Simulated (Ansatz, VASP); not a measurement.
## One calculation of SiO2, two programs

The input INCAR:

```
SYSTEM = SiO2
PREC = Accurate
ENCUT = 600
EDIFF = 1E-6
ISMEAR = 0
SIGMA = 0.01
LREAL = .FALSE.
LASPH = .TRUE.
NELM = 120
ALGO = Normal
ISIF = 2
LWAVE = .FALSE.
LCHARG = .FALSE.
GGA = PE
NBANDS = 82
GGA_COMPAT = .FALSE.
```

Contents of KPOINTS:

```
regular mesh
0
G
  1 1 1
  0 0 0
```

POSCAR

```
SiO2
1.0
    0.0000000000      5.0813926894      7.0944098913
    5.0813926894      0.0000000000      7.0944098913
    5.0813926894      5.0813926894      0.0000000000
Si O
8 16
Direct
    0.2500000000      0.2500000000      0.4557663031
    0.7500000000      0.7500000000      0.9557663031
    0.0807663031      0.6692336969      0.1250000000
    0.5807663031      0.1692336969      0.6250000000
    0.4192336969      0.8307663031      0.3750000000
    0.9192336969      0.3307663031      0.8750000000
    0.0000000000      0.0000000000      0.2942336969
    0.5000000000      0.5000000000      0.7942336969
    0.0892867290      0.2360795162      0.6696805091
    0.5892867290      0.7360795162      0.1696805091
    0.4860795162      0.3392867290      0.7549532456
    0.9860795162      0.8392867290      0.2549532456
    0.4107132710      0.2639204838      0.4950467544
    0.9107132710      0.7639204838      0.9950467544
    0.2053194909      0.8700467544      0.3889204838
    0.7053194909      0.3700467544      0.8889204838
    0.0139204838      0.1607132710      0.0803194909
    0.5139204838      0.6607132710      0.5803194909
    0.3799532456      0.0446805091      0.3610795162
    0.8799532456      0.5446805091      0.8610795162
    0.2946805091      0.6299532456      0.9642867290
    0.7946805091      0.1299532456      0.4642867290
    0.1200467544      0.4553194909      0.2857132710
    0.6200467544      0.9553194909      0.7857132710
```

Input for Ansatz:

```yaml
crystal:
  lattice:
    - [0.0, 5.0813926894, 7.0944098913]
    - [5.0813926894, 0.0, 7.0944098913]
    - [5.0813926894, 5.0813926894, 0.0]
  atoms:
    - { symbol: Si, position: [0.25, 0.25, 0.4557663031] }
    - { symbol: Si, position: [0.75, 0.75, 0.9557663031] }
    - { symbol: Si, position: [0.0807663031, 0.6692336969, 0.125] }
    - { symbol: Si, position: [0.5807663031, 0.1692336969, 0.625] }
    - { symbol: Si, position: [0.4192336969, 0.8307663031, 0.375] }
    - { symbol: Si, position: [0.9192336969, 0.3307663031, 0.875] }
    - { symbol: Si, position: [0.0, 0.0, 0.2942336969] }
    - { symbol: Si, position: [0.5, 0.5, 0.7942336969] }
    - { symbol: O, position: [0.089286729, 0.2360795162, 0.6696805091] }
    - { symbol: O, position: [0.589286729, 0.7360795162, 0.1696805091] }
    - { symbol: O, position: [0.4860795162, 0.339286729, 0.7549532456] }
    - { symbol: O, position: [0.9860795162, 0.839286729, 0.2549532456] }
    - { symbol: O, position: [0.410713271, 0.2639204838, 0.4950467544] }
    - { symbol: O, position: [0.910713271, 0.7639204838, 0.9950467544] }
    - { symbol: O, position: [0.2053194909, 0.8700467544, 0.3889204838] }
    - { symbol: O, position: [0.7053194909, 0.3700467544, 0.8889204838] }
    - { symbol: O, position: [0.0139204838, 0.160713271, 0.0803194909] }
    - { symbol: O, position: [0.5139204838, 0.660713271, 0.5803194909] }
    - { symbol: O, position: [0.3799532456, 0.0446805091, 0.3610795162] }
    - { symbol: O, position: [0.8799532456, 0.5446805091, 0.8610795162] }
    - { symbol: O, position: [0.2946805091, 0.6299532456, 0.964286729] }
    - { symbol: O, position: [0.7946805091, 0.1299532456, 0.464286729] }
    - { symbol: O, position: [0.1200467544, 0.4553194909, 0.285713271] }
    - { symbol: O, position: [0.6200467544, 0.9553194909, 0.785713271] }
basis:
  ecutwfc: 420
  xc_grid: 2
hamiltonian:
  xc: pbe
  pseudopotentials: { kind: paw, azcp: { folder: soft_1 } }
kpoints:
  mp_grid: { grid: [1, 1, 1] }
scf:
  occupations: { method: fixed }
  max_iter: 120
output:
  forces: true
```

Alike in both runs: task single point; functional PBE; k mesh 1 × 1 × 1; no spin polarisation.

```csv
,VASP,Ansatz
version,VASP 6.6.1,Ansatz 0.2.0
potentials or method,"VASP PAW PBE potentials, release 64 (Si, O), cutoff 600 eV",plane-wave PAW DFT
occupations,"gaussian, width 0.01 eV",fixed
valence electrons in the cell,128,128
```

```tsv
	VASP	Ansatz	Ansatz less VASP
rms of the force components (eV/Å)	0.018	0.012	-0.0061
```

Atom by atom the forces differ by 0.010 eV/Å (rms over components).

The k mesh is coarse, so the values compare programs but aren't converged.
